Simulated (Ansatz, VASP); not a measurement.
# One calculation of CoSi2, two programs

File INCAR:

```
SYSTEM = CoSi2
PREC = Accurate
ENCUT = 520
EDIFF = 1E-6
ISMEAR = -1
SIGMA = 0.1
LREAL = .FALSE.
LASPH = .TRUE.
NELM = 100
ALGO = Normal
ISIF = 2
LWAVE = .FALSE.
LCHARG = .FALSE.
GGA = PE
NBANDS = 16
```

KPOINTS

```
Automatic mesh
0
G
  11 11 11
  0 0 0
```

The input POSCAR:

```
CoSi2
1.0
    0.0000000000      2.5681519981      2.5681519981
    2.5681519981      0.0000000000      2.5681519981
    2.5681519981      2.5681519981      0.0000000000
Co Si
1 2
Direct
    0.0000000000      0.0000000000      0.0000000000
    0.2500000000      0.2500000000      0.2500000000
    0.7500000000      0.7500000000      0.7500000000
```

Input for Ansatz:

```yaml
crystal:
  lattice:
    - [0.0, 2.5681519981, 2.5681519981]
    - [2.5681519981, 0.0, 2.5681519981]
    - [2.5681519981, 2.5681519981, 0.0]
  atoms:
    - { symbol: Co, position: [0.0, 0.0, 0.0] }
    - { symbol: Si, position: [0.25, 0.25, 0.25] }
    - { symbol: Si, position: [0.75, 0.75, 0.75] }
kpoints:
  mp_grid: { grid: [11, 11, 11] }
scf:
  occupations: { method: fermi_dirac, width: 0.1 }
hamiltonian:
  xc: pbe
  pseudopotentials: { kind: all_electron, lapw: { basis_error: 0.001 } }
output:
  forces: true
  stress: true
  eigenvalues: true
  populations: true
```

Change from the starting cell: volume scaled by 0.88, LAPW.

Alike in both runs: task single point; functional PBE; k mesh 11 × 11 × 11; occupations fermi-dirac, width 0.1 eV; no spin polarisation.

```csv
,VASP,Ansatz
version,VASP 6.6.1,Ansatz 0.2.0
potentials or method,"VASP PAW PBE potentials, release 64 (Co, Si), cutoff 520 eV","all-electron LAPW, scalar-relativistic"
```

```csv
,VASP,Ansatz,Ansatz less VASP
pressure (GPa),30.3,30.5,+0.26
```

Both programs put the cell under a high pressure, so it lies far from rest at this level. Ansatz ran all-electron here, and VASP with PAW potentials.
